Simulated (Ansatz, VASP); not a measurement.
## KTaO3 in VASP and in Ansatz

```xyz
5
Lattice="3.9258 0.0000 0.0000 0.0000 3.9258 0.0000 0.0000 0.0000 4.0065" Properties=species:S:1:pos:R:3 pbc="T T T"
K     1.9629    1.9629    2.0032
Ta    0.0000    0.0000    0.0000
O     0.0000    1.9629    0.0000
O     0.0000    0.0000    2.0032
O     1.9629    0.0000    0.0000
```

Alike in both runs: task single point; functional PBEsol; k mesh 8 × 8 × 8; occupations gaussian, width 0.02 eV; no spin polarisation.

```csv
,VASP,Ansatz
version,VASP 6.6.1,Ansatz 0.2.0
potentials or method,"VASP PAW PBE potentials, release 64 (K_sv, Ta_pv, O), cutoff 520 eV","scalar-relativistic, plane waves, PAW"
valence electrons in the cell,38,40
```

```tsv
	VASP	Ansatz	Ansatz less VASP
gap on the k mesh at the Fermi level (eV)	2.12	2.17	+0.048
least direct gap on the mesh (eV)	2.72	2.76	+0.037
pressure (GPa)	6.3	5.5	-0.86
traceless stress, the component that is largest in VASP (GPa)	-5.59	-5.48	+0.108
```

VASP's potentials were made for PBE, not for PBEsol. VASP's potentials hold 38 valence electrons a cell and Ansatz's 40, so a difference there can come from the potentials and not from the codes.

Spin-orbit coupling is off throughout.
